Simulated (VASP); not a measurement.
# Cu12N in VASP: relaxation of the atoms with PBE

Aim: the relaxation of the atoms of Cu12N with PBE.

All numbers are computed with VASP 6.6.1; they aren't measurements. Logs are shortened: lines on timing, memory, paths and dates and some standing lists are left out, and cuts for length are marked.

## 1. The cell of the first run

The cell holds a slab with vacuum, 13 atoms: a = 5.132 Å, b = 5.132 Å, c = 19.622 Å, α = 90.00°, β = 90.00°, γ = 120.00°.

## 2. Relaxation of the atoms, PBE

The input, INCAR:

```
ALGO = Normal
DIPOL = 0.5 0.5 0.321
EDIFF = 1E-7
EDIFFG = -0.025
ENCUT = 520
GGA = PE
GGA_COMPAT = F
IBRION = 2
IDIPOL = 3
ISIF = 2
ISMEAR = 0
KPAR = 4
LASPH = T
LCHARG = F
LDIPOL = T
LREAL = F
LWAVE = F
NELM = 120
NELMDL = -8
NELMIN = 4
NSW = 36
PREC = Accurate
SIGMA = 0.1
```

The input, KPOINTS:

```
k-points
0
Gamma
  6 6 1
```

The input, POSCAR:

```
Cu12N
1.0
    5.1319544695      0.0000000000      0.0000000000
   -2.5659772347      4.4444029416      0.0000000000
    0.0000000000      0.0000000000     19.6215699228
Cu N
12 1
Selective dynamics
Direct
    0.3333333333      0.1666666667      0.2038572864  F F F
    0.3333333333      0.6666666667      0.2038572864  F F F
    0.8333333333      0.1666666667      0.2038572864  F F F
    0.8333333333      0.6666666667      0.2038572864  F F F
    0.1666666667      0.3333333333      0.3088787979  F F F
    0.1666666667      0.8333333333      0.3088787979  F F F
    0.6666666667      0.3333333333      0.3088787979  F F F
    0.6666666667      0.8333333333      0.3088787979  F F F
    0.0000000000      0.0000000000      0.4139103015  F F F
    0.0000000000      0.5000000000      0.4139103015  F F F
    0.5000000000      0.0000000000      0.4139103015  F F F
    0.5000000000      0.5000000000      0.4139103015  F F F
    0.3333333333      0.1666666667      0.4640202134  F F T
```

Potentials or basis: VASP PAW PBE potentials, release 64 (Cu, N).

Launch:

```sh
> cat potpaw_PBE.64/Cu/POTCAR potpaw_PBE.64/N/POTCAR > POTCAR
> mpirun -np 4 vasp_std > vasp.out
```

OUTCAR:

```text
EDIFF = 1E-7
   EDIFFG = -0.025
   ENCUT = 520
   GGA = PE
   IBRION = 2
   ISIF = 2
   ISMEAR = 0
   LASPH = T
   LREAL = F
   NELM = 120
   NELMDL = -8
   NELMIN = 4
   NSW = 36
   PREC = Accurate

 ion  position               nearest neighbor table
   1  0.333  0.167  0.204-   5 2.54   6 2.54   7 2.54   2 2.57   2 2.57   4 2.57   4 2.57   3 2.57
                             3 2.57
   2  0.333  0.667  0.204-   6 2.54   5 2.54   8 2.54   1 2.57   1 2.57   3 2.57   3 2.57   4 2.57
                             4 2.57
   3  0.833  0.167  0.204-   7 2.54   8 2.54   5 2.54   4 2.57   4 2.57   2 2.57   2 2.57   1 2.57
                             1 2.57
   4  0.833  0.667  0.204-   8 2.54   7 2.54   6 2.54   3 2.57   3 2.57   1 2.57   1 2.57   2 2.57
                             2 2.57
   5  0.167  0.333  0.309-   1 2.54   2 2.54   3 2.54   9 2.54  12 2.54  10 2.54   6 2.57   6 2.57
                             8 2.57   8 2.57   7 2.57   7 2.57
   6  0.167  0.833  0.309-   2 2.54   1 2.54   4 2.54  10 2.54  11 2.54   9 2.54   5 2.57   5 2.57
                             7 2.57   7 2.57   8 2.57   8 2.57
   7  0.667  0.333  0.309-   3 2.54   4 2.54   1 2.54  11 2.54  10 2.54  12 2.54   8 2.57   8 2.57
                             6 2.57   6 2.57   5 2.57   5 2.57
   8  0.667  0.833  0.309-   4 2.54   3 2.54   2 2.54  12 2.54   9 2.54  11 2.54   7 2.57   7 2.57
                             5 2.57   5 2.57   6 2.57   6 2.57
   9  0.000  0.000  0.414-  13 1.78   5 2.54   8 2.54   6 2.54  10 2.57  10 2.57  12 2.57  12 2.57
                            11 2.57  11 2.57
  10  0.000  0.500  0.414-   6 2.54   7 2.54   5 2.54   9 2.57   9 2.57  11 2.57  11 2.57  12 2.57
                            12 2.57
  11  0.500  0.000  0.414-  13 1.78   7 2.54   6 2.54   8 2.54  12 2.57  12 2.57  10 2.57  10 2.57
                             9 2.57   9 2.57
  12  0.500  0.500  0.414-  13 1.78   8 2.54   5 2.54   7 2.54  11 2.57  11 2.57   9 2.57   9 2.57
                            10 2.57  10 2.57
  13  0.333  0.167  0.464-  12 1.78   9 1.78  11 1.78

  LATTYP: Found a hexagonal cell.
 ALAT       =     5.1319544695
 C/A-ratio  =     3.8234107569

  Lattice vectors:

 A1 = (   5.1319544695,   0.0000000000,   0.0000000000)
 A2 = (  -2.5659772347,   4.4444029416,   0.0000000000)
 A3 = (   0.0000000000,   0.0000000000,  19.6215699228)

Analysis of symmetry for initial positions (statically):
=====================================================================
 Subroutine PRICEL returns:
 Original cell was already a primitive cell.

 Routine SETGRP: Setting up the symmetry group for a
 hexagonal supercell.

 Subroutine GETGRP returns: Found  6 space group operations
 (whereof  2 operations were pure point group operations)
 out of a pool of 24 trial point group operations.

The static configuration has the point symmetry C_1h.
 The point group associated with its full space group is C_3v.

Analysis of symmetry for dynamics (positions and initial velocities):
=====================================================================
 Subroutine PRICEL returns:
 Original cell was already a primitive cell.

 Routine SETGRP: Setting up the symmetry group for a
 hexagonal supercell.

 Subroutine GETGRP returns: Found  6 space group operations
 (whereof  2 operations were pure point group operations)
 out of a pool of 24 trial point group operations.

The dynamic configuration has the point symmetry C_1h.
 The point group associated with its full space group is C_3v.

Analysis of constrained symmetry for selective dynamics:
=====================================================================
 Subroutine PRICEL returns:
 Original cell was already a primitive cell.

 Routine SETGRP: Setting up the symmetry group for a
 hexagonal supercell.

 Subroutine GETGRP returns: Found  6 space group operations
 (whereof  2 operations were pure point group operations)
 out of a pool of 24 trial point group operations.

The constrained configuration has the point symmetry C_1h.
 The point group associated with its full space group is C_3v.

 Subroutine INISYM returns: Found  6 space group operations
 (whereof  2 operations are pure point group operations),
 and found     1 'primitive' translations

----------------------------------------------------------------------------------------

                                     Primitive cell

  volume of cell :     447.5381

[... 55 lines left out ...]
     0.037500350  0.037500350  0.050964322

  Shift w.r.t. Gamma in fractional coordinates (k-lattice)
     0.000000000  0.000000000  0.000000000

 Subroutine IBZKPT returns following result:
 ===========================================

 Found      7 irreducible k-points:

 Following reciprocal coordinates:
            Coordinates               Weight
  0.000000  0.000000  0.000000      1.000000
  0.166667  0.000000  0.000000      6.000000
  0.333333  0.000000  0.000000      6.000000
  0.500000  0.000000  0.000000      3.000000
  0.166667  0.166667  0.000000      6.000000
  0.333333  0.166667  0.000000     12.000000
  0.333333  0.333333  0.000000      2.000000
   k-points           NKPTS =      7   k-points in BZ     NKDIM =      7   number of bands    NBANDS=     82
   number of dos      NEDOS =    301   number of ions     NIONS =     13
   total plane-waves  NPLWV = 240000
   dimension x,y,z NGX =    40 NGY =   40 NGZ =  150
   dimension x,y,z NGXF=    80 NGYF=   80 NGZF=  300
   ions per type =              12   1
   NGX,Y,Z   is equivalent  to a cutoff of  12.96, 12.96, 12.71 a.u.
   NGXF,Y,Z  is equivalent  to a cutoff of  25.92, 25.92, 25.42 a.u.
 SYSTEM =  unknown system
   PREC   = accura    normal or accurate (medium, high low for compatibility)
   ISTART =      0    job   : 0-new  1-cont  2-samecut
   ICHARG =      2    charge: 1-file 2-atom 10-const
   ISPIN  =      1    spin polarized calculation?
   LNONCOLLINEAR =      F non collinear calculations
   LSORBIT =      F    spin-orbit coupling
   LASPH  =      T    aspherical Exc in radial PAW
   ENCUT  =  520.0 eV  38.22 Ry    6.18 a.u.   9.54  9.54 36.48*2*pi/ulx,y,z
   NELM   =    120;   NELMIN=  4; NELMDL= -8     # of ELM steps
   EDIFF  = 0.1E-06   stopping-criterion for ELM
   LREAL  =      F    real-space projection
   EDIFFG = -.3E-01   stopping-criterion for IOM
   NSW    =     36    number of steps for IOM
   IBRION =      2    ionic relax: 0-MD 1-quasi-New 2-CG
   NFREE  =      1    steps in history (QN), initial steepest desc. (CG)
   ISIF   =      2    stress and relaxation
   ISYM   =      2    0-nonsym 1-usesym 2-fastsym
   POTIM  = 0.5000    time-step for ionic-motion
   TEBEG  =    0.0;   TEEND  =   0.0 temperature during run
   PSTRESS=    0.0 pullay stress
   NELECT =     137.0000    total number of electrons
   NUPDOWN=      -1.0000    fix difference up-down
   EMIN   =  10.00;   EMAX   =-10.00  energy-range for DOS
   EFERMI =   0.00;   METHOD = LEGACY
   ISMEAR =     0;   SIGMA  =   0.10  broadening in eV -4-tet -1-fermi 0-gaus
   EFERMI_NEDOS =   21; number of points for ismear=-14 and -15
   IALGO  =     38    algorithm
   IMIX   =      4    mixing-type and parameters
     AMIX     =   0.40;   BMIX     =  1.00
     AMIX_MAG =   1.60;   BMIX_MAG =  1.00
  volume/ion in A,a.u.               =      34.43       232.32
  Fermi-wavevector in a.u.,A,eV,Ry     =   1.103329  2.084989 16.562846  1.217335
  Thomas-Fermi vector in A             =   2.239785
   LORBIT       =      0    0 simple, 1 ext, 2 COOP (PROOUT), +10 PAW based schemes
   GGA     = PE    functional components
   LHFCALC =     F    Hartree Fock is set to
   AEXX    =    0.0000 exact exchange contribution
   IVDW    =     0    specifies the selected vdW correction
   LEPSILON=     F    determine dielectric tensor
   LRPA    =     F    only Hartree local field effects (RPA)
 conjugate gradient relaxation of ions
 non-spin polarized calculation
 Gauss-broadening in eV      SIGMA  =   0.10
  energy-cutoff  :      520.00
  volume of cell :      447.54
 maximum number of plane-waves:     12109
 NGX is ok and might be reduce to    40
   NGX = 19   NGY = 19   NGZ = 73

 dipolmoment           0.000000      0.000000     -0.261032 electrons x Angstroem

--------------------------------------- Ionic step        1  -------------------------------------------

 number of electron     137.0000027 magnetization

 Free energy of the ion-electron system (eV)
  ---------------------------------------------------
  ext. energy  EPLUGINS =         0.00000000
  ---------------------------------------------------
  free energy    TOTEN  =       -47.86235823 eV

  energy without entropy =      -47.82014714  energy(sigma->0) =      -47.84125268

------------------------ aborting loop because EDIFF is reached ----------------------------------------

  FORCE on cell =-STRESS in cart. coord.  units (eV):
  Direction    XX          YY          ZZ          XY          YZ          ZX
  --------------------------------------------------------------------------------------
  -------------------------------------------------------------------------------------
  Total        0.8777075      0.8777075      3.7770880      0.0000000     -0.0000000      0.0000000
  in kB        3.1421755      3.1421755     13.5218996      0.0000000     -0.0000000      0.0000000
  external PRESSURE =       6.6020835 kB  Pullay stress =       0.0000000 kB
[... 81 lines left out ...]
--------------------------------------- Ionic step        3  -------------------------------------------

 number of electron     137.0000027 magnetization

 dipolmoment           0.000000      0.000000      0.126023 electrons x Angstroem

 Free energy of the ion-electron system (eV)
  ---------------------------------------------------
  ext. energy  EPLUGINS =         0.00000000
  ---------------------------------------------------
  free energy    TOTEN  =       -47.93226780 eV

  energy without entropy =      -47.89051684  energy(sigma->0) =      -47.91139232

 E-fermi :  -0.9629     XC(G=0):  -5.0808

 val. band max:       -0.9710516226   @ k =   0.3333   0.1667   0.0000
 cond. band min:      -0.9464260858   @ k =   0.3333   0.0000   0.0000
 fundamental gap:      0.0246255368
 Fermi energy:        -0.9628850858

 k-point     1 :       0.0000    0.0000    0.0000
  band No.  band energies     occupation
      1     -15.4233      2.00000
      2      -9.5603      2.00000
      3      -7.4216      2.00000
      4      -6.3046      2.00000
      5      -6.3046      2.00000
      6      -6.2064      2.00000
[... 570 lines left out ...]
     79       4.1131      0.00000
     80       4.5991      0.00000
 [bands above 80 left out]

------------------------ aborting loop because EDIFF is reached ----------------------------------------

 vacuum level on the upper side and lower side of the slab       (xc-potential included)         0.485        -0.487

  FORCE on cell =-STRESS in cart. coord.  units (eV):
  Direction    XX          YY          ZZ          XY          YZ          ZX
  --------------------------------------------------------------------------------------
  -------------------------------------------------------------------------------------
  Total       -0.7807428     -0.7807428      2.0528612     -0.0000000      0.0000000      0.0000000
  in kB       -2.7950438     -2.7950438      7.3492020     -0.0000000      0.0000000      0.0000000
  external PRESSURE =       0.5863715 kB  Pullay stress =       0.0000000 kB
[... 28 lines left out ...]
  FREE ENERGIE OF THE ION-ELECTRON SYSTEM (eV)
  ---------------------------------------------------
  free  energy   TOTEN  =       -47.9322678025 eV

  energy  without entropy=      -47.8905168447  energy(sigma->0) =      -47.91139232

 reached required accuracy - stopping structural energy minimisation

 vacuum level on the upper side and lower side of the slab         4.828         3.829
```

It took 6.1 min on 4 MPI ranks of AMD EPYC 9R45 (Zen 5), shared host; peak memory 0.67 GiB.

What came out:

| Item | Value |
| --- | --- |
| Free energy | -47.9323 eV |
| Energy gained by relaxing | 5.4 meV/atom |
| Ionic steps | 3 |
| Band gap on the k mesh | zero (an odd number of electrons rules out a gap without spin polarisation) |

The path:
```csv
step,energy change (eV),largest force on free atoms (eV/Å),pressure (GPa)
1,0.0000,1.4992,0.66
2,-0.0660,0.3457,0.20
3,-0.0699,0.0029,0.06
```

Final structure:
```
Cu N
1.0
     5.13195    0.00000    0.00000
    -2.56598    4.44440    0.00000
     0.00000    0.00000   19.62157
Cu N
12 1
Cartesian
  1.2830 0.7407 4.0000
  0.0000 2.9629 4.0000
  3.8490 0.7407 4.0000
  2.5660 2.9629 4.0000
  0.0000 1.4815 6.0607
  -1.2830 3.7037 6.0607
  2.5660 1.4815 6.0607
  1.2830 3.7037 6.0607
  0.0000 0.0000 8.1216
  -1.2830 2.2222 8.1216
  2.5660 0.0000 8.1216
  1.2830 2.2222 8.1216
  1.2830 0.7407 9.2004
```

Levels at points of the mesh, in eV from the Fermi level:
| k point | band 64 | band 65 | band 66 | band 67 | band 68 | band 69 | band 70 | band 71 | band 72 | band 73 |
| --- | --- | --- | --- | --- | --- | --- | --- | --- | --- | --- |
| (0.00, 0.00, 0.00) | -1.18 | -1.06 | -0.89 | -0.89 | 0.20 | 0.20 | 0.35 | 0.84 | 1.21 | 1.21 |
| (0.50, 0.00, 0.00) | -1.63 | -1.56 | -0.92 | -0.87 | -0.30 | 0.03 | 0.27 | 0.72 | 1.38 | 1.73 |

The gap in the log of VASP goes by the Fermi energy; the results here count the filled bands.